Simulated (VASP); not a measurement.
Set up this calculation in VASP 6.6.1, as the native input.

| Item | Value |
| --- | --- |
| Task | single point |
| Functional | PBE |
| Potentials or basis | VASP PAW PBE potentials, release 64 (Pd, Pt) |
| Cutoff | 520 eV |
| k mesh | 4 × 4 × 3 |
| Occupations | gaussian, width 0.2 eV |
| Spin | no spin polarisation |
| Dipole correction | no |
| Further INCAR settings | ALGO = Normal; EDIFF = 1e-07; NBANDS = 33 |

The structure of Pd4Pt lies in POSCAR:

```
Pd4Pt
1.0
    3.8033150539      0.0000000000      0.0000000000
    0.0000000000      3.8033150539      0.0000000000
    0.0000000000      0.0000000000      6.2308894665
Pd Pt
4 1
Direct
    0.0000000000      0.5000000000      0.7903770294
    0.5000000000      0.0000000000      0.7903770294
    0.0000000000      0.5000000000      0.2096229706
    0.5000000000      0.0000000000      0.2096229706
    0.5000000000      0.5000000000      0.5000000000
```

The cell was built from a structure type or drawn by symmetry, and may not be a known phase.

These files were run (other wordings do the same):

INCAR

```
SYSTEM = Pd4Pt
PREC = Accurate ; ENCUT = 520
EDIFF = 1E-7 ; ISMEAR = 0
SIGMA = 0.2 ; LREAL = .False.
LASPH = .True. ; NELM = 60
ALGO = Normal ; ISIF = 2
LWAVE = .False. ; LCHARG = .False.
GGA = PE ; NBANDS = 33
```

KPOINTS

```
regular mesh
0
Gamma
  4 4 3
  0 0 0
```

Potentials or basis: VASP PAW PBE potentials, release 64 (Pd, Pt).

Launch:

```sh
$ cat potpaw_PBE.64/Pd/POTCAR potpaw_PBE.64/Pt/POTCAR > POTCAR
$ mpirun -np 1 vasp_std > vasp.out
```

It gave:

| Quantity | Value |
| --- | --- |
| Pressure | -0.3 GPa |
| Largest force | 0.004 eV/Å |
| Band gap on the k mesh | zero (bands 25 and 26 overlap by 1.44 eV) |

Caveat: the k points lie up to 0.41 Å⁻¹ apart, too coarse for converged energies and pressures of a metal; spin-orbit coupling is left out, which moves the levels of the heavy elements.

Run time: 54 s on 1 thread of Intel Xeon 8259CL, on a shared host, peak memory 0.2 GiB.
